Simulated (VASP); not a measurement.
# K (Fd-3m) in VASP: further runs

The runs below take K through single point, with PBE.

All numbers are computed with VASP 6.6.1; they aren't measurements. Logs are shortened: lines on timing, memory, paths and dates and some standing lists are left out, and cuts for length are marked.

## 1. The cell of the first run

The structure is cubic, space group Fd-3m (No. 227). The conventional cell has a = 7.365 Å, b = 7.365 Å, c = 7.365 Å, α = 90.00°, β = 90.00°, γ = 90.00°. K (site symmetry -43m) has 4 K at 3.19 Å within 4.2 Å.

This isn't the form of K at room conditions, which is bcc.

## 2. Single point, PBE (49.94 Å³/atom)

File POSCAR:

```
K
1.0
    0.0000000000      3.6825411822      3.6825411822
    3.6825411822      0.0000000000      3.6825411822
    3.6825411822      3.6825411822      0.0000000000
K
2
Direct
   -0.1250000000     -0.1250000000     -0.1250000000
    0.1250000000      0.1250000000      0.1250000000
```

File INCAR.step1:

```
PREC     = Accurate       # precision mode
ENCUT    = 520            # plane-wave cutoff, eV
EDIFF    = 1E-6           # SCF threshold, eV
ISMEAR   = -1             # smearing method
SIGMA    = 0.1            # smearing width, eV
LREAL    = False          # projectors in reciprocal space
LASPH    = True           # aspherical terms in the spheres
NELM     = 100            # most SCF steps
ALGO     = Normal         # electronic algorithm
ISIF     = 2              # what is computed and relaxed
LWAVE    = False          # write WAVECAR
LCHARG   = True           # write CHGCAR
GGA      = PE             # functional
NBANDS   = 16             # bands
```

File KPOINTS.step1:

```
regular mesh
0
Gamma
  8 8 8
```

File INCAR.step2:

```
PREC     = Accurate       # precision mode
ENCUT    = 520            # plane-wave cutoff, eV
EDIFF    = 1E-6           # SCF threshold, eV
ISMEAR   = -5             # smearing method
SIGMA    = 0.1            # smearing width, eV
LREAL    = False          # projectors in reciprocal space
LASPH    = True           # aspherical terms in the spheres
NELM     = 100            # most SCF steps
ALGO     = Normal         # electronic algorithm
ISIF     = 2              # what is computed and relaxed
LWAVE    = False          # write WAVECAR
LCHARG   = False          # write CHGCAR
GGA      = PE             # functional
LORBIT   = 11             # projections on sites
NEDOS    = 1001           # points of the DOS
ICHARG   = 11             # starting density
```

File KPOINTS.step2:

```
regular mesh
0
Gamma
  12 12 12
```

Potentials or basis: VASP PAW PBE potentials, release 64 (K_sv).

Run with:

```sh
$ cat potpaw_PBE.64/K_sv/POTCAR > POTCAR
$ cp INCAR.step1 INCAR
$ cp KPOINTS.step1 KPOINTS
$ mpirun -np 1 vasp_std > vasp.out
$ cp INCAR.step2 INCAR
$ cp KPOINTS.step2 KPOINTS
$ mpirun -np 1 vasp_std > vasp.out
```

OUTCAR:

```text
PREC = Accurate
   ENCUT = 520
   EDIFF = 1E-6
   ISMEAR = -5
   LREAL = False
   LASPH = True
   NELM = 100
   ISIF = 2
   GGA = PE
   LORBIT = 11
   ICHARG = 11

 ion  position               nearest neighbor table
   1  0.875  0.875  0.875-   2 3.19   2 3.19   2 3.19   2 3.19
   2  0.125  0.125  0.125-   1 3.19   1 3.19   1 3.19   1 3.19

  LATTYP: Found a face centered cubic cell.
 ALAT       =     7.3650823644

  Lattice vectors:

 A1 = (   0.0000000000,   3.6825411822,   3.6825411822)
 A2 = (   3.6825411822,   0.0000000000,   3.6825411822)
 A3 = (   3.6825411822,   3.6825411822,   0.0000000000)

Analysis of symmetry for initial positions (statically):
=====================================================================
 Subroutine PRICEL returns:
 Original cell was already a primitive cell.

 Routine SETGRP: Setting up the symmetry group for a
 face centered cubic supercell.

 Subroutine GETGRP returns: Found 48 space group operations
 (whereof 12 operations were pure point group operations)
 out of a pool of 48 trial point group operations.

The static configuration has the point symmetry D_3d.
 The point group associated with its full space group is O_h .

Analysis of symmetry for dynamics (positions and initial velocities):
=====================================================================
 Subroutine PRICEL returns:
 Original cell was already a primitive cell.

 Routine SETGRP: Setting up the symmetry group for a
 face centered cubic supercell.

 Subroutine GETGRP returns: Found 48 space group operations
 (whereof 12 operations were pure point group operations)
 out of a pool of 48 trial point group operations.

The dynamic configuration has the point symmetry D_3d.
 The point group associated with its full space group is O_h .

 Subroutine INISYM returns: Found 48 space group operations
 (whereof 12 operations are pure point group operations),
 and found     1 'primitive' translations

----------------------------------------------------------------------------------------

                                     Primitive cell

  volume of cell :      99.8787

  direct lattice vectors                    reciprocal lattice vectors
     0.000000000  3.682541182  3.682541182    -0.135775807  0.135775807  0.135775807
     3.682541182  0.000000000  3.682541182     0.135775807 -0.135775807  0.135775807
     3.682541182  3.682541182  0.000000000     0.135775807  0.135775807 -0.135775807

[... 101 lines left out ...]
   EFERMI_NEDOS =   21; number of points for ismear=-14 and -15
   IALGO  =     38    algorithm
   IMIX   =      4    mixing-type and parameters
     AMIX     =   0.40;   BMIX     =  1.00
     AMIX_MAG =   1.60;   BMIX_MAG =  1.00
  volume/ion in A,a.u.               =      49.94       337.01
  Fermi-wavevector in a.u.,A,eV,Ry     =   0.924715  1.747459 11.634320  0.855098
  Thomas-Fermi vector in A             =   2.050491
   LORBIT       =     11    0 simple, 1 ext, 2 COOP (PROOUT), +10 PAW based schemes
   GGA     = PE    functional components
   LHFCALC =     F    Hartree Fock is set to
   AEXX    =    0.0000 exact exchange contribution
   IVDW    =     0    specifies the selected vdW correction
   LEPSILON=     F    determine dielectric tensor
   LRPA    =     F    only Hartree local field effects (RPA)
 non-spin polarized calculation
 Fermi weights with tetrahedron method with Bloechl corrections
  energy-cutoff  :      520.00
  volume of cell :       99.88
 maximum number of plane-waves:      2733

 number of electron      17.9999997 magnetization

 Free energy of the ion-electron system (eV)
  ---------------------------------------------------
  ext. energy  EPLUGINS =         0.00000000
  ---------------------------------------------------
  free energy    TOTEN  =        -0.74518784 eV

  energy without entropy =       -0.74518784  energy(sigma->0) =       -0.74518784

 E-fermi :   0.9848     XC(G=0):  -6.6727

 val. band max:        1.0465181531   @ k =  -0.4167   0.4167   0.0000
 cond. band min:       0.9729176150   @ k =  -0.4167   0.1667   0.0000
 fundamental gap:     -0.0736005381
 Fermi energy:         0.9848395479

 k-point     1 :       0.0000    0.0000    0.0000
  band No.  band energies     occupation
      1     -32.0472      2.00000
      2     -31.7942      2.00000
      3     -15.6624      2.00000
      4     -15.6624      2.00000
      5     -15.6624      2.00000
      6     -15.1908      2.00000
      7     -15.1908      2.00000
      8     -15.1908      2.00000
      9      -1.6488      2.00000
     10       3.5652      0.00000
     11       3.5654      0.00000
     12       3.8998      0.00000
     13       3.8998      0.00000
[... 354 lines left out ...]
  band No.  band energies     occupation
      1     -31.9742      2.00000
      2     -31.8684      2.00000
      3     -15.7829      2.00000
      4     -15.7397      2.00000
      5     -15.6110      2.00000
      6     -15.2575      2.00000
      7     -15.1120      2.00000
      8     -15.0798      2.00000
      9       0.5389      2.00000
     10       0.9729      0.53677
     11       2.5722      0.00000
     12       3.0869      0.00000
     13       4.0225      0.00000

 [... further k-points ...]

------------------------ aborting loop because EDIFF is reached ----------------------------------------

  FORCE on cell =-STRESS in cart. coord.  units (eV):
  Direction    XX          YY          ZZ          XY          YZ          ZX
  --------------------------------------------------------------------------------------
  -------------------------------------------------------------------------------------
  Total        2.0805327      2.0805327      2.0805327      0.0000000      0.0000000      0.0000000
  in kB       33.3743095     33.3743095     33.3743095      0.0000000      0.0000000      0.0000000
  external PRESSURE =      33.3743095 kB  Pullay stress =       0.0000000 kB

 VOLUME and BASIS-vectors are now :
 -----------------------------------------------------------------------------
  energy-cutoff  :      520.00
  volume of cell :       99.88
      direct lattice vectors                 reciprocal lattice vectors
     0.000000000  3.682541182  3.682541182    -0.135775807  0.135775807  0.135775807
     3.682541182  0.000000000  3.682541182     0.135775807 -0.135775807  0.135775807
     3.682541182  3.682541182  0.000000000     0.135775807  0.135775807 -0.135775807

 POSITION                                       TOTAL-FORCE (eV/Angst)
 -----------------------------------------------------------------------------------
      6.44445      6.44445      6.44445         0.000000      0.000000      0.000000
      0.92064      0.92064      0.92064        -0.000000     -0.000000     -0.000000
 -----------------------------------------------------------------------------------
    total drift:                                0.000000      0.000000     -0.000000

  FREE ENERGIE OF THE ION-ELECTRON SYSTEM (eV)
  ---------------------------------------------------
  free  energy   TOTEN  =        -0.7451878428 eV

  energy  without entropy=       -0.7451878428  energy(sigma->0) =       -0.74518784

 total charge

# of ion       s       p       d       tot
------------------------------------------
    1        1.990   5.562   0.021   7.573
    2        1.990   5.562   0.021   7.573
--------------------------------------------------
tot          3.981  11.123   0.042  15.146
```

OUTCAR.step1:

```text
PREC = Accurate
   ENCUT = 520
   EDIFF = 1E-6
   ISMEAR = -1
   LREAL = False
[... 679 lines left out ...]
      6.44445      6.44445      6.44445        -0.000000      0.000000      0.000000
      0.92064      0.92064      0.92064         0.000000     -0.000000     -0.000000
 -----------------------------------------------------------------------------------
    total drift:                                0.000000      0.000000     -0.000000

  FREE ENERGIE OF THE ION-ELECTRON SYSTEM (eV)
  ---------------------------------------------------
  free  energy   TOTEN  =        -0.7684424362 eV

  energy  without entropy=       -0.7180238799  energy(sigma->0) =       -0.74323316
```

OSZICAR.step1:

```text
N       E                     dE             d eps       ncg     rms          rms(c)
DAV:   1     0.116093584380E+03    0.11609E+03   -0.82129E+03   928   0.948E+02
DAV:   2     0.708245361030E+01   -0.10901E+03   -0.10575E+03  1224   0.281E+02
DAV:   3    -0.643139744362E+00   -0.77256E+01   -0.76482E+01  1704   0.513E+01
DAV:   4    -0.818102016199E+00   -0.17496E+00   -0.17486E+00  1272   0.733E+00
DAV:   5    -0.823058811735E+00   -0.49568E-02   -0.49568E-02  1512   0.769E-01    0.498E+00
DAV:   6    -0.789088368359E+00    0.33970E-01   -0.22822E-02  1232   0.105E+00    0.329E+00
DAV:   7    -0.768738095717E+00    0.20350E-01   -0.63993E-02  1200   0.135E+00    0.299E-01
DAV:   8    -0.768547690558E+00    0.19041E-03   -0.89187E-03  1432   0.784E-01    0.133E-01
DAV:   9    -0.768479536897E+00    0.68154E-04   -0.13175E-04  1264   0.829E-02    0.371E-02
DAV:  10    -0.768442916172E+00    0.36621E-04   -0.60643E-05  1256   0.477E-02    0.130E-02
DAV:  11    -0.768442436198E+00    0.47997E-06   -0.27500E-06   960   0.974E-03
   1 F= -.76844244E+00 E0= -.74323316E+00  d E =-.504186E-01
```

Wall time 2 min (1 thread of Intel Xeon 6975P-C (Granite Rapids), shared host); peak memory 0.25 GiB.

Results:

| Quantity | Value |
| --- | --- |
| Valence electrons inside the program's atomic spheres | K 7.57 |

## 3. Single point, PBE (57.71 Å³/atom)

This run uses another cell than the first one, of 57.71 Å³/atom.

File POSCAR:

```
K
1.0
    0.0000000000      3.8643627658      3.8643627658
    3.8643627658      0.0000000000      3.8643627658
    3.8643627658      3.8643627658      0.0000000000
K
2
Direct
   -0.1250000000     -0.1250000000     -0.1250000000
    0.1250000000      0.1250000000      0.1250000000
```

File INCAR.step1:

```
ALGO = Normal
EDIFF = 1E-6
ENCUT = 520
GGA = PE
ISIF = 2
ISMEAR = -1
LASPH = True
LCHARG = True
LREAL = False
LWAVE = False
NBANDS = 16
NELM = 80
PREC = Accurate
SIGMA = 0.1
```

File KPOINTS.step1:

```
k-points
0
Gamma
  8 8 8
```

File INCAR.step2:

```
ALGO = Normal
EDIFF = 1E-6
ENCUT = 520
GGA = PE
ICHARG = 11
ISIF = 2
ISMEAR = -5
LASPH = True
LCHARG = False
LORBIT = 10
LREAL = False
LWAVE = False
NBANDS = 16
NEDOS = 1001
NELM = 80
PREC = Accurate
SIGMA = 0.1
```

File KPOINTS.step2:

```
k-points
0
Gamma
  12 12 12
```

Potentials or basis: VASP PAW PBE potentials, release 64 (K_sv).

Run with:

```sh
$ cat potpaw_PBE.64/K_sv/POTCAR > POTCAR
$ cp INCAR.step1 INCAR
$ cp KPOINTS.step1 KPOINTS
$ mpirun -np 1 vasp_std > vasp.out
$ cp INCAR.step2 INCAR
$ cp KPOINTS.step2 KPOINTS
$ mpirun -np 1 vasp_std > vasp.out
```

Wall time 2.7 min (1 thread of Intel Xeon 6975P-C (Granite Rapids), shared host); peak memory 0.3 GiB.

Results (log left out):

* Valence electrons inside the program's atomic spheres: K 7.56

Levels at points of the mesh, in eV from the Fermi level:
| k point | band 6 | band 7 | band 8 | band 9 | band 10 | band 11 | band 12 | band 13 |
| --- | --- | --- | --- | --- | --- | --- | --- | --- |
| (0.00, 0.00, 0.00) | -16.17 | -16.17 | -16.17 | -2.49 | 2.64 | 2.64 | 2.81 | 2.81 |
| (0.50, 0.00, 0.00) | -16.17 | -16.12 | -16.12 | -0.53 | -0.38 | 2.05 | 2.05 | 3.17 |
| (0.50, 0.50, 0.00) | -16.35 | -16.08 | -16.08 | 0.04 | 0.04 | 1.65 | 1.65 | 2.79 |

(Continued in part 2 of 2.)
